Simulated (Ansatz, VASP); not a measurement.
**Two plane-wave programs on HfSiO4**

```
Hf Si O
1.0
     3.20619    0.00000    0.00000
     0.00000    3.20619    0.00000
     0.00000    0.00000    6.21434
Hf Si O
1 1 4
Direct
  0.50000 0.50000 0.50000
  0.00000 0.00000 0.00000
  0.00000 0.00000 0.67962
  0.00000 0.00000 0.32038
  0.50000 0.00000 0.00000
  0.00000 0.50000 0.00000
```

Change from the starting cell: species swapped into the AlTlF4 type (P4/mmm, No. 123).

Alike in both runs: functional PBE; k mesh 12 × 12 × 6; occupations gaussian, width 0.1 eV; no spin polarisation.

Ansatz relaxed the structure, and its values are those at the end. VASP's run is a single point on that final structure, the one shown.

```csv
,VASP,Ansatz
version,VASP 6.6.1,Ansatz 0.2.0
potentials or method,"VASP PAW PBE potentials, release 64 (Hf_pv, Si, O), cutoff 520 eV","scalar-relativistic, plane waves, PAW"
valence electrons in the cell,38,54
```

Ansatz gave:

```
gap on the k mesh at the Fermi level (eV) : none
pressure (GPa)                            : 0.0
rms of the force components (eV/Å)        : 0.000
```

What did VASP give for the same quantities?

gap on the k mesh at the Fermi level (eV): none; pressure (GPa): -0.7; rms of the force components (eV/Å): 0.020.

A gap of «none» marks a metal or a gap that the smearing closes. VASP's potentials hold 38 valence electrons a cell and Ansatz's 54, so a difference there can come from the potentials and not from the codes.

Spin-orbit coupling is off throughout.
